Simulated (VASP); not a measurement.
**HfB2: single point with revPBE+D3(BJ)**

The system is HfB2.

```
Hf B
1.0
     3.11330    0.00000    0.00000
    -1.55665    2.69620    0.00000
     0.00000    0.00000    3.44443
Hf B
1 2
Direct
  0.00000 0.00000 0.00000
  0.33333 0.66667 0.50000
  0.66667 0.33333 0.50000
```

```json
{"Program": "VASP 6.6.1", "Task": "single point", "Functional": "revPBE", "Dispersion": "D3(BJ)", "Potentials or basis": "VASP PAW PBE potentials, release 64 (Hf_pv, B)", "Cutoff": "520 eV", "k mesh": "12 × 12 × 10", "Occupations": "fermi-dirac, width 0.1 eV", "Spin": "no spin polarisation"}
```

```
Pressure                   : -0.4 GPa
Band gap on the k mesh     : zero (bands 8 and 9 overlap by 1.37 eV)
Dispersion energy per atom : -0.698 eV
```

Stress tensor (GPa, compression positive):
```
-0.55  0.00  0.00
 0.00 -0.55  0.00
 0.00  0.00 -0.15
```

Levels at points of the mesh, in eV from the Fermi level:
```tsv
k point	band 5	band 6	band 7	band 8	band 9	band 10	band 11	band 12
(0.00, 0.00, 0.00)	-3.16	-3.06	-3.06	-2.86	4.08	4.08	4.76	4.76
(0.50, 0.00, 0.00)	-9.22	-4.31	-3.57	-3.05	2.08	2.73	5.71	5.82
(0.00, 0.00, 0.50)	-8.58	-1.30	-1.30	0.22	0.22	0.94	0.94	2.26
(0.50, 0.00, 0.50)	-7.67	-5.17	-4.90	-2.74	4.02	4.27	6.39	7.41
```

Wall time 21 s on 1 thread of Intel(R) Xeon(R) 6975P-C (Granite Rapids), with other jobs on the host, peak memory 0.18 GiB.

Caveat: the PAW data sets were made with another functional, which shifts forces and pressure a little; spin-orbit coupling is left out, which moves the levels of the heavy elements.
